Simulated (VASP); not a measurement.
## BN: vibrations by perturbation theory with LDA

BN:

```
B N
1.0
     1.24482    0.71870    3.28583
    -1.24482    0.71870    3.28583
     0.00000   -1.43739    3.28583
B N
1 1
Cartesian
  0.0000 0.0000 9.8546
  0.0000 0.0000 3.2799
```

```
Program                : VASP 6.6.1
Task                   : vibrations by perturbation theory
Functional             : LDA
Potentials or basis    : VASP PAW LDA potentials, release 64 (B, N)
Cutoff                 : 520 eV
k mesh                 : 12 × 12 × 12
Occupations            : gaussian, width 0.01 eV
Spin                   : no spin polarisation
Dipole correction      : no
Further INCAR settings : ALGO = Normal; EDIFF = 1e-08; IBRION = 8; NSW = 1
```

```json
{
 "Electronic dielectric tensor (diagonal)": "4.90, 4.90, 2.75",
 "Born charges (mean of the diagonal)": "B +2.04; N -2.04 e",
 "Highest phonon frequency at Γ, LO-TO splitting left out": "1382 cm⁻¹"
}
```

Phonon frequencies in cm⁻¹ (negative: imaginary):
```
              q point          frequencies
(0.000, 0.000, 0.000)  0 0 0 762 1382 1382
```

Electronic dielectric tensor:
```
4.90 0.00 0.00
0.00 4.90 0.00
0.00 0.00 2.75
```

Born effective charge tensors (e):
atom 1, B
```
2.69 0.00 0.00
0.00 2.69 0.00
0.00 0.00 0.73
```
atom 2, N
```
-2.69  0.00  0.00
 0.00 -2.69  0.00
 0.00  0.00 -0.73
```

Run time: 17 min on 1 thread of Intel(R) Xeon(R) Platinum 8488C (Sapphire Rapids), with other jobs on the host, peak memory 0.44 GiB.
